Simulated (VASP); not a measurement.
Input of a VASP 6.6.1 run:

The input INCAR:

```
SYSTEM = Si
ALGO     = Normal         ! electronic algorithm
EDIFF    = 1E-6           ! SCF threshold, eV
ENCUT    = 520            ! plane-wave cutoff, eV
GGA      = PS             ! functional
ISIF     = 2              ! what is computed and relaxed
ISMEAR   = 0              ! smearing method
LASPH    = .True.         ! aspherical terms in the spheres
LCHARG   = .False.        ! write CHGCAR
LREAL    = Auto         
LWAVE    = .False.        ! write WAVECAR
NBANDS   = 48             ! bands
NELM     = 60             ! most SCF steps
PREC     = Accurate       ! precision mode
SIGMA    = 0.02           ! smearing width, eV
```

Contents of KPOINTS:

```
k-points
0
Gamma
  2 2 2
  0 0 0
```

The input POSCAR:

```
Si
1.0
    0.0000000000      5.4300000000      5.4300000000
    5.4300000000      0.0000000000      5.4300000000
    5.4300000000      5.4300000000      0.0000000000
Si
17
Direct
   -0.0025471455      0.0179745856     -0.0134707182
    0.1097441989      0.1275751381      0.1351972376
   -0.0267749540      0.0099799263      0.5069270718
    0.1154597606      0.1542301105      0.6142639963
   -0.0024541436      0.4981379374     -0.0134867403
    0.1486513812      0.6494930018      0.0525303867
    0.0218343462      0.5225096685      0.4332026703
    0.1155147330      0.6160839779      0.6142539595
    0.4787092081     -0.0208095764      0.0628349908
    0.6268941068      0.1276232044      0.1351832413
    0.5092613260      0.0100206262      0.5069149171
    0.6051380295      0.1057185083      0.6834133517
    0.5171286372      0.4981855433     -0.0134995396
    0.6269879374      0.6102190608      0.1351665746
    0.5093439227      0.4737632597      0.5069017495
    0.6535149171      0.6161121547      0.6142436464
    0.3109114180      0.8115165746      0.5660600368
```

Potentials or basis: VASP PAW PBE potentials, release 64 (Si).

Run with:

```bash
$ cat potpaw_PBE.64/Si/POTCAR > POTCAR
$ mpirun -np 1 vasp_std > vasp.out
```

What does it give for the band gap on the k mesh?

0.10 eV.

Estimate the pressure.

2.5 GPa.

Predict the largest force.

0.051 eV/Å.

Forces on the atoms (eV/Å):
```
Si  -0.019  0.005 -0.006
Si   0.002 -0.014 -0.002
Si  -0.015  0.021  0.012
Si   0.034 -0.021  0.020
Si   0.005  0.005  0.017
Si  -0.020 -0.019  0.019
Si   0.030  0.030 -0.029
Si  -0.020 -0.023 -0.035
Si   0.015  0.013 -0.014
Si   0.002  0.002  0.014
Si  -0.016 -0.011 -0.022
Si   0.005  0.007 -0.006
Si   0.005 -0.018 -0.005
Si  -0.013  0.001 -0.002
Si   0.024 -0.014  0.016
Si  -0.021  0.036  0.023
Si   0.001  0.002 -0.001
```

Caveat: the k points lie up to 0.50 Å⁻¹ apart; the PAW data sets were made with another functional, which shifts forces and pressure a little.
